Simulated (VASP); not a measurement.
CaO, 16 atoms in the cell. The cell holds a slab with vacuum, 16 atoms: a = 6.940 Å, b = 6.940 Å, c = 17.250 Å, α = 90.00°, β = 90.00°, γ = 60.00°. 

| Property | Result |
| --- | --- |
| Program | VASP 6.6.1 |
| Task | single point |
| Functional | PBE |
| Potentials or basis | VASP PAW PBE potentials, release 64 (Ca_sv, O) |
| Cutoff | 520 eV |
| k mesh | 2 × 2 × 1 |
| Occupations | fermi-dirac, width 0.05 eV |
| Spin | no spin polarisation |
| Dipole correction | no |
| Further INCAR settings | LREAL = Auto; ALGO = Normal; EDIFF = 1e-07; NBANDS = 78 |

Potentials or basis: VASP PAW PBE potentials, release 64 (Ca_sv, O).

Launch:

```console
$ cat potpaw_PBE.64/Ca_sv/POTCAR potpaw_PBE.64/O/POTCAR > POTCAR
$ mpirun -np 1 vasp_std > vasp.out
```

Hardware: 1 thread of Intel Xeon 8259CL, with other jobs on the host.

Task: How long does it take, and how much memory?

Result: Wall time 22 min on 1 thread of Intel Xeon 8259CL, with other jobs on the host, peak memory 0.78 GiB. Counts: scf iterations 27, k points 4.
